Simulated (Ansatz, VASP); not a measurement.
**Two plane-wave programs on GaP**

Contents of POSCAR:

```
GaP
1.0
    0.0000000000      2.7254102088      2.7254102088
    2.7254102088      0.0000000000      2.7254102088
    2.7254102088      2.7254102088      0.0000000000
Ga P
1 1
Direct
    0.0000000000      0.0000000000      0.0000000000
    0.2500000000      0.2500000000      0.2500000000
```

The input INCAR.step1:

```
SYSTEM = GaP
  ALGO = Normal
  EDIFF = 1E-5
  ENCUT = 520
  GGA = PE
  ISIF = 2
  ISMEAR = 0
  LASPH = .True.
  LCHARG = .False.
  LREAL = .False.
  LWAVE = .True.
  NBANDS = 16
  NELM = 100
  PREC = Accurate
  SIGMA = 0.01
```

Contents of INCAR.step2:

```
SYSTEM = GaP
  AEXX = 1.0
  AGGAC = 0.0
  ALDAC = 0.0
  ALGO = Normal
  EDIFF = 1E-6
  ENCUT = 520
  GGA = PE
  ISIF = 2
  ISMEAR = 0
  ISTART = 1
  LASPH = .True.
  LCHARG = .False.
  LHFCALC = .True.
  LREAL = .False.
  LWAVE = .False.
  NBANDS = 16
  NELM = 100
  PREC = Accurate
  PRECFOCK = Normal
  SIGMA = 0.01
```

The input KPOINTS:

```
k-points
0
Gamma
  4 4 4
  0 0 0
```

Input for Ansatz:

```yaml
crystal:
  lattice:
    - [0.0, 2.7254102088, 2.7254102088]
    - [2.7254102088, 0.0, 2.7254102088]
    - [2.7254102088, 2.7254102088, 0.0]
  atoms:
    - { symbol: Ga, position: [0.0, 0.0, 0.0] }
    - { symbol: P, position: [0.25, 0.25, 0.25] }
kpoints:
  mp_grid: { grid: [4, 4, 4] }
hamiltonian:
  xc: hf
scf:
  occupations: { method: fixed }
  n_extra_bands: 4
output:
  forces: true
  stress: true
  eigenvalues: true
```

Alike in both runs: task single point; functional HF; k mesh 4 × 4 × 4; no spin polarisation.

```csv
,VASP,Ansatz
version,VASP 6.6.1,Ansatz 0.2.0
potentials or method,"VASP PAW PBE potentials, release 64 (Ga_d, P)",plane waves
plane-wave cutoff (eV),520,420
occupations,"gaussian, width 0.01 eV",fixed
valence electrons in the cell,18,18
```

Ansatz gave:

| Item | Value |
| --- | --- |
| gap on the k mesh at the Fermi level (eV) | 7.72 |
| pressure (GPa) | 5.9 |

Problem. Estimate VASP's values.

Solution. gap on the k mesh at the Fermi level (eV): 7.87; pressure (GPa): 5.2.

VASP's potentials were made for PBE, not for HF. Ansatz's warnings: stress exchange threshold loose, stress scf threshold loose.

The k mesh is coarse, so the values compare programs but aren't converged.
